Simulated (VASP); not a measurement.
Wanted: the native input for a VASP 6.6.1 run.

```
Task                   : single point
Functional             : LDA
Potentials or basis    : VASP PAW LDA potentials, release 64 (Ta_pv, N)
Cutoff                 : 520 eV
k mesh                 : 18 × 18 × 18
Occupations            : gaussian, width 0.15 eV
Spin                   : no spin polarisation
Dipole correction      : no
Further INCAR settings : ALGO = Normal; EDIFF = 1e-07; NBANDS = 15
```

The structure of TaN lies in POSCAR:

```
TaN
1.0
    0.0000000000      2.1918784864      2.1918784864
    2.1918784864      0.0000000000      2.1918784864
    2.1918784864      2.1918784864      0.0000000000
Ta N
1 1
Direct
    0.4978278253      0.5021721747      0.5021721747
    0.0280609990     -0.0280609990     -0.0280609990
```

These files were run (other wordings do the same):

INCAR

```
PREC = Accurate ; ENCUT = 520
EDIFF = 1E-7 ; ISMEAR = 0
SIGMA = 0.15 ; LREAL = False
LASPH = True ; NELM = 100
ALGO = Normal ; ISIF = 2
LWAVE = False ; LCHARG = True
GGA = CA ; LELF = True
LVHAR = True ; NBANDS = 15
```

KPOINTS

```
regular mesh
0
Gamma
  18 18 18
```

Potentials or basis: VASP PAW LDA potentials, release 64 (Ta_pv, N).

Run with:

```bash
$ cat potpaw_LDA.64/Ta_pv/POTCAR potpaw_LDA.64/N/POTCAR > POTCAR
$ mpirun -np 1 vasp_std > vasp.out
```

It gave:

| Quantity | Value |
| --- | --- |
| Pressure | -3.7 GPa |
| Largest force | 1.160 eV/Å |
| Band gap on the k mesh | zero (band 8 reaches 11.32 eV, above the bottom of band 9 at 7.70 eV) |

Caveat: spin-orbit coupling is left out, which moves the levels of the heavy elements; forces of over 1 eV/Å act on the atoms, so gaps and moduli don't describe the material at rest.

Run time: 38 s on 1 thread of Intel(R) Xeon(R) 6975P-C (Granite Rapids) (shared host), peak memory 0.26 GiB.
